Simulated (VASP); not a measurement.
# BN (P1) in VASP: notebook, part 2 of 2

VASP 6.6.1. Earlier steps stand in the parts before.

### Step 3. Single point, PBE0

This run uses another cell than the first one, of 8.41 Å³/atom.

The input, POSCAR:

```
BN
1.0
    2.5246509505      0.0000000000      0.0000000000
   -1.2549673680      2.1906435874      0.0000000000
   -0.6348417913     -1.0953217937      3.0425574046
N B
1 1
Direct
    0.6685060000      0.3323850000      0.9849990000
    0.9796430000      0.9834990000      0.0018060000
```

The input, INCAR.step1:

```
SYSTEM = BN
  PREC = Accurate
  ENCUT = 520
  EDIFF = 1E-5
  ISMEAR = -1
  SIGMA = 0.05
  LREAL = .False.
  LASPH = .True.
  NELM = 60
  ALGO = Normal
  ISIF = 2
  LWAVE = .True.
  LCHARG = .False.
  NBANDS = 11
  GGA = PE
```

The input, INCAR.step2:

```
SYSTEM = BN
  PREC = Accurate
  ENCUT = 520
  EDIFF = 1E-6
  ISMEAR = -1
  SIGMA = 0.05
  LREAL = .False.
  LASPH = .True.
  NELM = 60
  ALGO = Normal
  ISIF = 2
  LWAVE = .False.
  LCHARG = .False.
  GGA = PE
  LHFCALC = .True.
  AEXX = 0.25
  PRECFOCK = Normal
  NBANDS = 11
  ISTART = 1
```

The input, KPOINTS:

```
regular mesh
0
Gamma
  6 6 4
  0 0 0
```

Potentials or basis: VASP PAW PBE potentials, release 64 (N, B).

The run is started by

```
> cat potpaw_PBE.64/N/POTCAR potpaw_PBE.64/B/POTCAR > POTCAR
> cp INCAR.step1 INCAR
> mpirun -np 1 vasp_std > vasp.out
> cp INCAR.step2 INCAR
> mpirun -np 1 vasp_std > vasp.out
```

OUTCAR:

```text
SYSTEM = BN
   PREC = Accurate
   ENCUT = 520
   EDIFF = 1E-6
   ISMEAR = -1
   LREAL = .False.
   LASPH = .True.
   NELM = 60
   ISIF = 2
   GGA = PE
   LHFCALC = .True.
   AEXX = 0.25
   PRECFOCK = Normal
   ISTART = 1

 ion  position               nearest neighbor table
   1  0.669  0.332  0.985-   2 1.41   2 1.44   2 1.53
   2  0.980  0.983  0.002-   1 1.41   1 1.44   1 1.53

  LATTYP: Found a face centered orthorhombic cell.
 ALAT       =     2.5319983662
 B/A-ratio  =     1.7253460765
 C/A-ratio  =     2.4032854406

  Lattice vectors:

 A1 = (  -1.8898091593,   1.0953217937,   3.0425574046)
 A2 = (   0.6348417912,   1.0953217937,   3.0425574046)
 A3 = (  -1.2549673680,   2.1906435874,   0.0000000000)

Analysis of symmetry for initial positions (statically):
=====================================================================
 Subroutine PRICEL returns:
 Original cell was already a primitive cell.

 Routine SETGRP: Setting up the symmetry group for a
 face centered orthorhombic supercell.

 Subroutine GETGRP returns: Found  1 space group operations
 (whereof  1 operations were pure point group operations)
 out of a pool of  8 trial point group operations.
[... 203 lines left out ...]
      3      -0.7432      2.00000
      4       1.0138      2.00000
      5       9.4417      0.00000
      6      14.6039      0.00000
      7      16.7246      0.00000
      8      17.7307      0.00000
      9      19.2037      0.00000
     10      29.6126      0.00000
     11      31.5017      0.00000
[... 309 lines left out ...]
 k-point    24 :       0.5000    0.0000    0.2500
  band No.  band energies     occupation
      1     -14.3122      2.00000
      2      -7.8201      2.00000
      3      -3.2838      2.00000
      4       0.2275      2.00000
      5       9.5178      0.00000
      6      13.3698      0.00000
      7      17.6369      0.00000
      8      21.0161      0.00000
      9      25.9459      0.00000
     10      26.6117      0.00000
     11      27.9623      0.00000

 [... further k-points ...]

------------------------ aborting loop because EDIFF is reached ----------------------------------------

  FORCE on cell =-STRESS in cart. coord.  units (eV):
  Direction    XX          YY          ZZ          XY          YZ          ZX
  --------------------------------------------------------------------------------------
  -------------------------------------------------------------------------------------
  Total       -1.7695269     -0.7391002      0.6863358     -0.4226944      0.1160400      0.0553673
  in kB     -168.4829304    -70.3723500     65.3484654    -40.2462290     11.0485783      5.2717134
  external PRESSURE =     -57.8356050 kB  Pullay stress =       0.0000000 kB

 VOLUME and BASIS-vectors are now :
 -----------------------------------------------------------------------------
  energy-cutoff  :      520.00
  volume of cell :       16.83
      direct lattice vectors                 reciprocal lattice vectors
     2.524650950  0.000000000  0.000000000     0.396094359  0.226912994  0.164335437
    -1.254967368  2.190643587  0.000000000     0.000000000  0.456486854  0.164335437
    -0.634841791 -1.095321794  3.042557405     0.000000000  0.000000000  0.328670874

 POSITION                                       TOTAL-FORCE (eV/Angst)
 -----------------------------------------------------------------------------------
      0.64529     -0.35075      2.99692        -1.631830     -2.036822      0.657197
      1.23785      2.15252      0.00549         1.631830      2.036822     -0.657197
 -----------------------------------------------------------------------------------
    total drift:                               -0.000069     -0.000021     -0.000013

  FREE ENERGIE OF THE ION-ELECTRON SYSTEM (eV)
  ---------------------------------------------------
  free  energy   TOTEN  =       -21.1750993107 eV

  energy  without entropy=      -21.1750993106  energy(sigma->0) =      -21.17509931
```

OUTCAR.step1:

```text
SYSTEM = BN
   PREC = Accurate
   ENCUT = 520
   EDIFF = 1E-5
   ISMEAR = -1
   LREAL = .False.
[... 581 lines left out ...]
      0.64529     -0.35075      2.99692        -1.577006     -1.983124      0.604137
      1.23785      2.15252      0.00549         1.577006      1.983124     -0.604137
 -----------------------------------------------------------------------------------
    total drift:                               -0.000322     -0.000163     -0.000154

  FREE ENERGIE OF THE ION-ELECTRON SYSTEM (eV)
  ---------------------------------------------------
  free  energy   TOTEN  =       -17.4115910336 eV

  energy  without entropy=      -17.4115910336  energy(sigma->0) =      -17.41159103
```

Run time: 6.1 min. Hardware: 1 thread of AMD EPYC 9R45 (Zen 5), shared host; peak memory 0.11 GiB.

What came out:

```yaml
Free_energy: -21.1751 eV
Pressure: -5.8 GPa
Largest_force: 2.691 eV/Å
Band_gap_on_the_k_mesh: 4.94 eV (least direct gap 6.62 eV)
```

Forces in eV/Å, atoms in the order of the input:
```
N   -1.632 -2.037  0.657
B    1.632  2.037 -0.657
```

Levels at points of the mesh, in eV from the valence-band top:
```csv
k point,band 1,band 2,band 3,band 4,band 5,band 6,band 7,band 8,band 9
"(0.00, 0.00, 0.00)",-19.83,-3.95,-2.65,-0.90,7.53,12.69,14.81,15.82,17.29
"(0.50, 0.00, 0.00)",-16.22,-9.76,-5.19,-1.56,7.13,11.77,16.07,19.70,23.17
"(0.00, 0.50, 0.00)",-16.37,-10.07,-4.38,-0.98,5.97,11.89,16.36,19.70,23.46
"(0.50, 0.50, 0.00)",-16.46,-10.24,-4.55,0.00,8.63,11.30,14.77,16.87,22.55
"(0.00, 0.00, 0.50)",-19.24,-7.40,-2.68,-0.94,12.37,13.39,14.77,14.87,20.66
"(0.50, 0.00, 0.50)",-16.22,-9.76,-5.19,-1.44,6.79,11.80,16.35,19.89,23.54
"(0.00, 0.50, 0.50)",-16.37,-10.06,-4.38,-1.07,6.19,11.83,16.21,19.57,23.83
"(0.50, 0.50, 0.50)",-16.12,-9.69,-4.70,-2.19,4.94,11.40,18.02,22.54,24.07
```

Caveat: the k points lie up to 0.52 Å⁻¹ apart; the PAW data sets were made with another functional, which shifts forces and pressure a little.

### Step 4. Single point, PBE0

This run uses another cell than the first one, of 8.58 Å³/atom.

The input, POSCAR:

```
BN
1.0
    2.5410452472      0.0000000000      0.0000000000
   -1.2631167351      2.2048689444      0.0000000000
   -0.6389642561     -1.1024344721      3.0623148244
N B
1 1
Direct
    0.6685060000      0.3323850000      0.9849990000
    0.9796430000      0.9834990000      0.0018060000
```

The input, INCAR.step1:

```
SYSTEM = BN
ALGO = Normal
EDIFF = 1E-5
ENCUT = 520
GGA = PE
ISIF = 2
ISMEAR = -1
LASPH = .True.
LCHARG = .False.
LREAL = .False.
LWAVE = .True.
NBANDS = 11
NELM = 100
PREC = Accurate
SIGMA = 0.05
```

The input, INCAR.step2:

```
SYSTEM = BN
AEXX = 0.25
ALGO = Normal
EDIFF = 1E-7
ENCUT = 520
GGA = PE
ISIF = 2
ISMEAR = -1
ISTART = 1
LASPH = .True.
LCHARG = .False.
LHFCALC = .True.
LREAL = .False.
LWAVE = .False.
NBANDS = 11
NELM = 100
PREC = Accurate
PRECFOCK = Normal
SIGMA = 0.05
```

The input, KPOINTS:

```
k-points
0
Gamma
  6 6 4
  0 0 0
```

The run is started by

```
> cat potpaw_PBE.64/N/POTCAR potpaw_PBE.64/B/POTCAR > POTCAR
> cp INCAR.step1 INCAR
> mpirun -np 1 vasp_std > vasp.out
> cp INCAR.step2 INCAR
> mpirun -np 1 vasp_std > vasp.out
```

Run time: 7.4 min. Hardware: 1 thread of AMD EPYC 9R45 (Zen 5), shared host; peak memory 0.11 GiB.

The run converged. Its results:

```yaml
Free_energy: -21.1585 eV
Pressure: -10.6 GPa
Largest_force: 2.578 eV/Å
Band_gap_on_the_k_mesh: 4.95 eV (least direct gap 6.57 eV)
```

Forces in eV/Å, atoms in the order of the input:
```
N   -1.556 -1.944  0.669
B    1.556  1.944 -0.669
```

Stress tensor (GPa, compression positive):
```
-22.98  -3.35   0.49
 -3.35 -14.72   1.04
  0.49   1.04   5.98
```

Levels at points of the mesh, in eV from the valence-band top:
| k point | band 2 | band 3 | band 4 | band 5 | band 6 | band 7 |
| --- | --- | --- | --- | --- | --- | --- |
| (0.00, 0.00, 0.00) | -3.88 | -2.65 | -0.91 | 7.46 | 12.55 | 14.65 |
| (0.50, 0.00, 0.00) | -9.65 | -5.14 | -1.52 | 7.09 | 11.56 | 15.92 |
| (0.00, 0.50, 0.00) | -9.98 | -4.34 | -0.95 | 5.94 | 11.70 | 16.21 |
| (0.50, 0.50, 0.00) | -10.14 | -4.50 | 0.00 | 8.54 | 11.12 | 14.65 |
| (0.00, 0.00, 0.50) | -7.25 | -2.67 | -0.96 | 12.22 | 13.20 | 14.47 |
| (0.50, 0.00, 0.50) | -9.66 | -5.14 | -1.41 | 6.76 | 11.59 | 16.19 |
| (0.00, 0.50, 0.50) | -9.97 | -4.33 | -1.04 | 6.16 | 11.64 | 16.07 |
| (0.50, 0.50, 0.50) | -9.60 | -4.65 | -2.13 | 4.95 | 11.22 | 17.84 |

Caveat: the k points lie up to 0.51 Å⁻¹ apart; the PAW data sets were made with another functional, which shifts forces and pressure a little.

### Step 5. The runs side by side

| cell | gap on the mesh (eV) | pressure (GPa) | largest force (eV/Å) |
| --- | --- | --- | --- |
| a = 2.508, b = 2.508, c = 3.274 Å, angles 101.1, 101.1, 119.8°, 2 atoms | 4.93 | -0.5 | 2.81 |
| a = 2.525, b = 2.525, c = 3.295 Å, angles 101.1, 101.1, 119.8°, 2 atoms | 4.94 | -5.8 | 2.69 |
| a = 2.541, b = 2.541, c = 3.317 Å, angles 101.1, 101.1, 119.8°, 2 atoms | 4.95 | -10.6 | 2.58 |

Alike in all rows: task single point; level PBE0; potentials or basis VASP PAW PBE potentials, release 64 (N, B); no spin polarisation; k mesh 6 × 6 × 4; cutoff (eV) 520; smearing fermi-dirac 0.05 eV.

Caveats: all runs use coarse meshes; the PAW data sets were made with another functional, which shifts forces and pressure a little.

Total energies depend on the potentials used, so only differences within one code and one set of settings carry meaning.
